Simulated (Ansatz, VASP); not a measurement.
## One calculation of GaF, two programs

The input POSCAR:

```
GaF
1.0
    3.2280126268      0.0000000000      0.0000000000
    0.0000000000      3.2280126268      0.0000000000
    0.0000000000      0.0000000000      3.2280126268
Ga F
1 1
Direct
    0.0000000000      0.0000000000      0.0000000000
    0.5000000000      0.5000000000      0.5000000000
```

INCAR.step1

```
SYSTEM = GaF
  PREC = Accurate
  ENCUT = 520
  EDIFF = 1E-5
  ISMEAR = -1
  SIGMA = 0.05
  LREAL = .FALSE.
  LASPH = .TRUE.
  NELM = 80
  ALGO = Normal
  ISIF = 2
  LWAVE = .TRUE.
  LCHARG = .FALSE.
  NBANDS = 17
  GGA = PE
```

File INCAR.step2:

```
SYSTEM = GaF
  PREC = Accurate
  ENCUT = 520
  EDIFF = 1E-7
  ISMEAR = -1
  SIGMA = 0.05
  LREAL = .FALSE.
  LASPH = .TRUE.
  NELM = 80
  ALGO = Normal
  ISIF = 2
  LWAVE = .FALSE.
  LCHARG = .FALSE.
  METAGGA = R2SCAN
  LHFCALC = .TRUE.
  AEXX = 0.1
  LMIXTAU = .TRUE.
  PRECFOCK = Normal
  NBANDS = 17
  ISTART = 1
```

KPOINTS

```
Automatic mesh
0
G
  4 4 4
  0 0 0
```

Contents of input.yaml:

```yaml
crystal:
  lattice:
    - [3.2280126268, 0.0, 0.0]
    - [0.0, 3.2280126268, 0.0]
    - [0.0, 0.0, 3.2280126268]
  atoms:
    - { symbol: Ga, position: [0.0, 0.0, 0.0] }
    - { symbol: F, position: [0.5, 0.5, 0.5] }
hamiltonian:
  xc: r2scanh
  pseudopotentials: { kind: paw }
kpoints:
  mp_grid: { grid: [4, 4, 4] }
scf:
  occupations: { method: fermi_dirac, width: 0.05 }
output:
  forces: true
  stress: true
  eigenvalues: true
  write_density: true
  write_potential: true
  elf: true
  volumetric_format: npy
```

Alike in both runs: task single point; functional r2SCANh; k mesh 4 × 4 × 4; occupations fermi-dirac, width 0.05 eV; no spin polarisation.

|  | VASP | Ansatz |
| --- | --- | --- |
| version | VASP 6.6.1 | Ansatz 0.2.0 |
| potentials or method | VASP PAW PBE potentials, release 64 (Ga_d, F) | Ansatz PAW |
| plane-wave cutoff (eV) | 520 | 500 |
| valence electrons in the cell | 20 | 20 |

|  | VASP | Ansatz | Ansatz less VASP |
| --- | --- | --- | --- |
| gap on the k mesh at the Fermi level (eV) | 1.43 | 1.40 | -0.034 |
| least direct gap on the mesh (eV) | 2.29 | 2.28 | -0.013 |
| pressure (GPa) | -3.8 | -3.5 | +0.27 |

VASP's potentials were made for PBE, not for r2SCANh. With one functional, cell and mesh, what is left measures potentials, basis and numerics.

The k mesh is coarse, so the values compare programs but aren't converged.
